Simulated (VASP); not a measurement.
Set up this calculation in VASP 6.6.1, as the native input.

* Task: single point
* Functional: PBE
* Potentials or basis: VASP PAW PBE potentials, release 64 (V_sv, Sb, S)
* Cutoff: 520 eV
* k mesh: 6 × 6 × 4
* Occupations: gaussian, width 0.1 eV
* Spin: collinear spin, ferromagnetic start
* Starting moments: [2.0, 0.0, 0.0] μB
* Dipole correction: no
* Further INCAR settings: ALGO = Normal; EDIFF = 1e-07; NBANDS = 23

The structure of VSbS lies in POSCAR:

```
VSbS
1.0
    4.1950106338      0.0000000000      0.0000000000
   -2.0975053169      3.6329857780      0.0000000000
    0.0000000000      0.0000000000      3.5126210405
V Sb S
1 1 1
Direct
    0.6666666667      0.3333333333      0.5000000000
    0.3333333333      0.6666666667      0.0000000000
    0.0000000000      0.0000000000      0.5000000000
```

The cell was built from a structure type or drawn by symmetry, and may not be a known phase.

These files were run (other wordings do the same):

INCAR

```
PREC     = Accurate       # precision mode
ENCUT    = 520            # plane-wave cutoff, eV
EDIFF    = 1E-7           # SCF threshold, eV
ISMEAR   = 0              # smearing method
SIGMA    = 0.1            # smearing width, eV
LREAL    = F              # projectors in reciprocal space
LASPH    = T              # aspherical terms in the spheres
NELM     = 150            # most SCF steps
ALGO     = Normal         # electronic algorithm
ISIF     = 2              # what is computed and relaxed
LWAVE    = F              # write WAVECAR
LCHARG   = T              # write CHGCAR
ISPIN    = 2              # spin polarisation
MAGMOM   = 2 0 0          # initial moments
LORBIT   = 11             # projections on sites
LMAXMIX  = 4              # l up to which the mixer works
GGA      = PE             # functional
LELF     = T              # ELF
LVHAR    = T            
NBANDS   = 23             # bands
```

KPOINTS

```
Automatic mesh
0
Gamma
  6 6 4
```

Potentials or basis: VASP PAW PBE potentials, release 64 (V_sv, Sb, S).

The run is started by

```bash
$ cat potpaw_PBE.64/V_sv/POTCAR potpaw_PBE.64/Sb/POTCAR potpaw_PBE.64/S/POTCAR > POTCAR
$ mpirun -np 1 vasp_std > vasp.out
```

It gave:

```json
{"Pressure": "-0.3 GPa", "Net moment": "0.38 μB per cell", "Site moments": "V +0.43; Sb -0.04; S -0.03 μB", "Valence electrons inside the program's atomic spheres": "V 11.42; Sb 2.39; S 3.68"}
```

Caveat: the k points lie up to 0.45 Å⁻¹ apart.

It took 29 s on 1 thread of Intel(R) Xeon(R) 6975P-C (Granite Rapids), with other jobs on the host, peak memory 0.22 GiB.
